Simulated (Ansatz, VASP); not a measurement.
**GaN in VASP and in Ansatz**

```xyz
2
Lattice="0.0000 2.2977 2.2977 2.2977 0.0000 2.2977 2.2977 2.2977 0.0000" Properties=species:S:1:pos:R:3 pbc="T T T"
Ga    0.0000    0.0000    0.0000
N     1.1488    1.1488    1.1488
```

Alike in both runs: task single point; functional BLYP; k mesh 10 × 10 × 10; occupations fermi-dirac, width 0.05 eV; no spin polarisation.

|  | VASP | Ansatz |
| --- | --- | --- |
| version | VASP 6.6.1 | Ansatz 0.2.0 |
| potentials or method | VASP PAW PBE potentials, release 64 (Ga_d, N) | Ansatz PAW |
| plane-wave cutoff (eV) | 520 | 420 |
| valence electrons in the cell | 18 | 18 |

Ansatz gave:

```
gap on the k mesh at the Fermi level (eV) : 1.43
least direct gap on the mesh (eV)         : 1.43
pressure (GPa)                            : 0.2
```

What did VASP give for the same quantities?

gap on the k mesh at the Fermi level (eV): 1.42; least direct gap on the mesh (eV): 1.42; pressure (GPa): 1.4.

VASP's potentials were made for PBE, not for BLYP. With one functional, cell and mesh, what is left measures potentials, basis and numerics.
